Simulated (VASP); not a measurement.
Set up this calculation in VASP 6.6.1, as the native input.

| Quantity | Value |
| --- | --- |
| Task | single point |
| Functional | LDA |
| Potentials or basis | VASP PAW LDA potentials, release 64 (Al, Cu) |
| Cutoff | 520 eV |
| k mesh | 10 × 10 × 10 |
| Occupations | gaussian, width 0.15 eV |
| Spin | no spin polarisation |
| Dipole correction | no |
| Further INCAR settings | ALGO = Fast; EDIFF = 1e-06; NBANDS = 26 |

The structure of Al2Cu lies in POSCAR:

```
Al2Cu
1.0
   -3.0003618055      3.0170132145      2.3864209110
    3.0196180577     -2.9960787823      2.3843407898
    2.9253811926      2.9210981695     -2.3604724694
Al Cu
4 2
Direct
    0.1601511534      0.6589517003      0.8226848307
    0.6528697331      0.8345397166      0.4951177349
    0.8484051106      0.3446581230      0.1825609745
    0.3418821862      0.1607070567      0.5006483693
    0.7505385056      0.7496078394      0.0008837729
    0.2461533111      0.2515355641     -0.0018956823
```

The input as run:

INCAR

```
SYSTEM = Al2Cu
PREC = Accurate ; ENCUT = 520
EDIFF = 1E-6 ; ISMEAR = 0
SIGMA = 0.15 ; LREAL = .False.
LASPH = .True. ; NELM = 100
ALGO = Fast ; ISIF = 2
LWAVE = .False. ; LCHARG = .False.
NBANDS = 26
```

KPOINTS

```
regular mesh
0
Gamma
  10 10 10
  0 0 0
```

Potentials or basis: VASP PAW LDA potentials, release 64 (Al, Cu).

Run with:

```console
$ cat potpaw_LDA.64/Al/POTCAR potpaw_LDA.64/Cu/POTCAR > POTCAR
$ mpirun -np 1 vasp_std > vasp.out
```

Results of the run:

* Pressure: 0.6 GPa
* Largest force: 0.271 eV/Å
* Band gap on the k mesh: zero (band 17 reaches 11.07 eV, above the bottom of band 18 at 6.59 eV)

Wall time 9.7 min on 1 thread of Intel(R) Xeon(R) Platinum 8559C (Emerald Rapids), on a shared host, peak memory 0.87 GiB.
